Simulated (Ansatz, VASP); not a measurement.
SrOs: VASP beside Ansatz

File INCAR:

```
SYSTEM = SrOs
ALGO     = Normal         ! electronic algorithm
EDIFF    = 1E-6           ! SCF threshold, eV
ENCUT    = 520            ! plane-wave cutoff, eV
GGA      = PE             ! functional
ISIF     = 2              ! what is computed and relaxed
ISMEAR   = 0              ! smearing method
LASPH    = .True.         ! aspherical terms in the spheres
LCHARG   = .False.        ! write CHGCAR
LREAL    = .False.        ! projectors in reciprocal space
LWAVE    = .False.        ! write WAVECAR
NBANDS   = 26             ! bands
NELM     = 100            ! most SCF steps
PREC     = Accurate       ! precision mode
SIGMA    = 0.1            ! smearing width, eV
```

KPOINTS

```
k-points
0
Gamma
  18 18 6
  0 0 0
```

Contents of POSCAR:

```
SrOs
1.0
    3.1596535751      0.0000000000      0.0000000000
   -1.5798267875      2.7363402632      0.0000000000
    0.0000000000      0.0000000000      9.9212758947
Sr Os
2 2
Direct
    0.0000000000      0.0000000000      0.0000000000
    0.0000000000      0.0000000000      0.5000000000
    0.6666666667      0.3333333333      0.7500000000
    0.3333333333      0.6666666667      0.2500000000
```

Input for Ansatz:

```yaml
crystal:
  lattice:
    - [3.1596535751, 0.0, 0.0]
    - [-1.5798267875, 2.7363402632, 0.0]
    - [0.0, 0.0, 9.9212758947]
  atoms:
    - { symbol: Sr, position: [0.0, 0.0, 0.0] }
    - { symbol: Sr, position: [0.0, 0.0, 0.5] }
    - { symbol: Os, position: [0.6666666667, 0.3333333333, 0.75] }
    - { symbol: Os, position: [0.3333333333, 0.6666666667, 0.25] }
basis:
  ecutwfc: 420
kpoints:
  mp_grid: { grid: [18, 18, 6] }
  band_path:
    path:
      - [[0.0, 0.0, 0.0], [0.5, 0.0, 0.0], [0.33333333, 0.33333333, 0.0], [0.0, 0.0, 0.0], [0.0, 0.0, 0.5], [0.5, 0.0, 0.5], [0.33333333, 0.33333333, 0.5], [0.0, 0.0, 0.5]]
      - [[0.5, 0.0, 0.5], [0.5, 0.0, 0.0]]
      - [[0.33333333, 0.33333333, 0.5], [0.33333333, 0.33333333, 0.0]]
    npoints: 14
hamiltonian:
  xc: pbe
scf:
  occupations: { method: gaussian, width: 0.1 }
  n_extra_bands: 10
output:
  forces: true
  stress: true
  eigenvalues: true
  populations: true
  dos: { projected: true, de: 0.02, nscf_kmesh: { grid: [22, 22, 8] } }
  bader: true
  write_density: true
  write_potential: true
  elf: true
  volumetric_format: npy
```

Alike in both runs: task single point; functional PBE; k mesh 18 × 18 × 6; occupations gaussian, width 0.1 eV; no spin polarisation.

```csv
,VASP,Ansatz
version,VASP 6.6.1,Ansatz 0.2.0
potentials or method,"VASP PAW PBE potentials, release 64 (Sr_sv, Os), cutoff 520 eV","scalar-relativistic, plane waves, PAW"
valence electrons in the cell,36,52
```

```tsv
	VASP	Ansatz	Ansatz less VASP
gap on the k mesh at the Fermi level (eV)	none	none	-
pressure (GPa)	0.4	0.0	-0.39
traceless stress, the component that is largest in VASP (GPa)	-0.12	0.01	+0.136
```

A gap of «none» marks a metal or a gap that the smearing closes. VASP's potentials hold 36 valence electrons a cell and Ansatz's 52, so a difference there can come from the potentials and not from the codes.

Neither program's run includes spin-orbit coupling.
